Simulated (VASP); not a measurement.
A run of VASP 6.6.1 is set up as follows.

File POSCAR:

```
K
1.0
    4.7798407474     -0.0000000001      0.0000000000
   -2.3899203736      4.1394635134      0.0000000000
    0.0000000000      0.0000000000     15.4478137506
K
4
Direct
    0.0000000000      0.0000000000      0.0000000000
    0.0000000000      0.0000000000      0.5000000000
    0.3333333333      0.6666666667      0.2500000000
    0.6666666667      0.3333333333      0.7500000000
```

INCAR.step1

```
SYSTEM = K
ALGO = Normal
EDIFF = 1E-4
ENCUT = 520
GGA = PE
ISMEAR = 0
LASPH = .TRUE.
LCHARG = .FALSE.
LREAL = .FALSE.
LWAVE = .TRUE.
NBANDS = 26
NELM = 100
PREC = Accurate
SIGMA = 0.1
```

The input INCAR.step2:

```
SYSTEM = K
ALGO = Normal
EDIFF = 1E-7
ENCUT = 520
ISIF = 2
ISMEAR = 0
ISTART = 1
LASPH = .TRUE.
LCHARG = .FALSE.
LMIXTAU = .TRUE.
LREAL = .FALSE.
LWAVE = .FALSE.
METAGGA = R2SCAN
NBANDS = 26
NELM = 100
PREC = Accurate
SIGMA = 0.1
```

KPOINTS

```
k-points
0
G
  12 12 4
  0 0 0
```

Potentials or basis: VASP PAW PBE potentials, release 64 (K_sv).

Run with:

```bash
$ cat potpaw_PBE.64/K_sv/POTCAR > POTCAR
$ cp INCAR.step1 INCAR
$ mpirun -np 1 vasp_std > vasp.out
$ cp INCAR.step2 INCAR
$ mpirun -np 1 vasp_std > vasp.out
```

Question: Predict the pressure.

Answer: 0.0 GPa.

Question: Predict the band gap on the k mesh.

Answer: Zero (bands 18 and 19 overlap by 2.36 eV).

Caveat: the PAW data sets were made with another functional, which shifts forces and pressure a little.
